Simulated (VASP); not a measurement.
A run of VASP 6.6.1 is set up as follows.

The input INCAR:

```
SYSTEM = WS2
PREC = Accurate
ENCUT = 600
EDIFF = 1E-7
ISMEAR = -1
SIGMA = 0.05
LREAL = .FALSE.
LASPH = .TRUE.
NELM = 80
ALGO = Normal
ISIF = 3
LWAVE = .FALSE.
LCHARG = .FALSE.
GGA = PE
IBRION = 2
NSW = 60
EDIFFG = -0.01
```

Contents of KPOINTS:

```
Automatic mesh
0
G
  10 10 2
  0 0 0
```

POSCAR

```
WS2
1.0
    3.1835163552      0.0000000000      0.0000000000
   -1.5917581776      2.7570060369      0.0000000000
    0.0000000000      0.0000000000     16.9505778900
W S
1 2
Direct
    0.0000000000      0.0000000000      0.0000000000
    0.3333333333      0.6666666667      0.0920005100
    0.3333333333      0.6666666667      0.9079994900
```

Potentials or basis: VASP PAW PBE potentials, release 64 (W_sv, S).

Run with:

```console
$ cat potpaw_PBE.64/W_sv/POTCAR potpaw_PBE.64/S/POTCAR > POTCAR
$ mpirun -np 1 vasp_std > vasp.out
```

Question: What does it give for the band gap on the k mesh?

Answer: 2.05 eV, indirect (least direct gap 2.16 eV).

Question: Predict the space group after relaxing (to 0.05 Å).

Answer: P-6m2 (No. 187).

Question: Estimate the relaxed cell.

Answer: a = 3.187 Å, b = 3.187 Å, c = 17.026 Å, α = 90.00°, β = 90.00°, γ = 120.00°.

Step by step:
```csv
step,energy change (eV),largest force (eV/Å),pressure (GPa),volume (Å³)
1,0.0000,0.2617,0.59,148.77
2,0.0136,0.5114,-1.33,152.73
3,-0.0034,0.0127,-0.04,149.98
4,-0.0034,0.0176,-0.02,149.96
5,-0.0035,0.0048,0.01,149.80
```

Caveat: spin-orbit coupling is left out, which moves the levels of the heavy elements.
